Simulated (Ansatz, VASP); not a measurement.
This is a calculation of CsSnI3 for VASP 6.6.1.

The input INCAR:

```
PREC = Accurate
ENCUT = 520
EDIFF = 1E-6
ISMEAR = -1
SIGMA = 0.05
LREAL = False
LASPH = True
NELM = 80
ALGO = Normal
ISIF = 2
LWAVE = False
LCHARG = True
GGA = PS
LELF = True
LVHAR = True
NBANDS = 30
```

File KPOINTS:

```
regular mesh
0
Gamma
  5 5 5
```

Contents of POSCAR:

```
CsSnI3
1.0
    6.2057000000      0.0000000000      0.0000000000
    0.0000000000      6.2057000000      0.0000000000
    0.0000000000      0.0000000000      6.2057000000
Cs I Sn
1 3 1
Direct
   -0.0046040000     -0.0063440000     -0.0024430000
    0.5055680000      0.4964260000      0.0078710000
    0.4983430000     -0.0032340000      0.4959610000
    0.0130460000      0.5027980000      0.4980340000
    0.4995800000      0.5014670000      0.4972100000
```

Potentials or basis: VASP PAW PBE potentials, release 64 (Cs_sv, I, Sn_d).

Run with:

```sh
$ cat potpaw_PBE.64/Cs_sv/POTCAR potpaw_PBE.64/I/POTCAR potpaw_PBE.64/Sn_d/POTCAR > POTCAR
$ mpirun -np 1 vasp_std > vasp.out
```

Question: Translate it to Ansatz 0.2.0. Potentials there: all-electron LAPW, scalar-relativistic.

Answer: As run (the cutoff follows the program's own potentials):

input.yaml

```yaml
crystal:
  lattice:
    - [6.2057, 0.0, 0.0]
    - [0.0, 6.2057, 0.0]
    - [0.0, 0.0, 6.2057]
  atoms:
    - { symbol: Cs, position: [-0.004604, -0.006344, -0.002443] }
    - { symbol: I, position: [0.505568, 0.496426, 0.007871] }
    - { symbol: I, position: [0.498343, -0.003234, 0.495961] }
    - { symbol: I, position: [0.013046, 0.502798, 0.498034] }
    - { symbol: Sn, position: [0.49958, 0.501467, 0.49721] }
kpoints:
  mp_grid: { grid: [5, 5, 5] }
scf:
  occupations: { method: fermi_dirac, width: 0.05 }
hamiltonian:
  xc: pbesol
  pseudopotentials: { kind: all_electron, lapw: { basis_error: 0.001 } }
output:
  forces: true
  stress: true
  eigenvalues: true
  populations: true
```

Potentials or basis: all-electron LAPW, scalar-relativistic.

The run is started by

```sh
$ ansatz run input.yaml --threads 4 --pin off --max-ram 12288MiB --backend cpu --events-out ev --progress --plain --runs-dir out
```

Both were run:

|  | VASP | Ansatz | Ansatz less VASP |
| --- | --- | --- | --- |
| gap on the k mesh at the Fermi level (eV) | 1.69 | 1.69 | +0.003 |
| least direct gap on the mesh (eV) | 1.69 | 1.69 | +0.003 |
| pressure (GPa) | -0.6 | -0.6 | 0.00 |
| rms of the force components (eV/Å) | 0.045 | 0.044 | -0.0016 |

VASP's potentials were made for PBE, not for PBEsol. Atom by atom the forces differ by 0.002 eV/Å (rms over components). Ansatz ran all-electron here, and VASP with PAW potentials.

Spin-orbit coupling is off throughout.
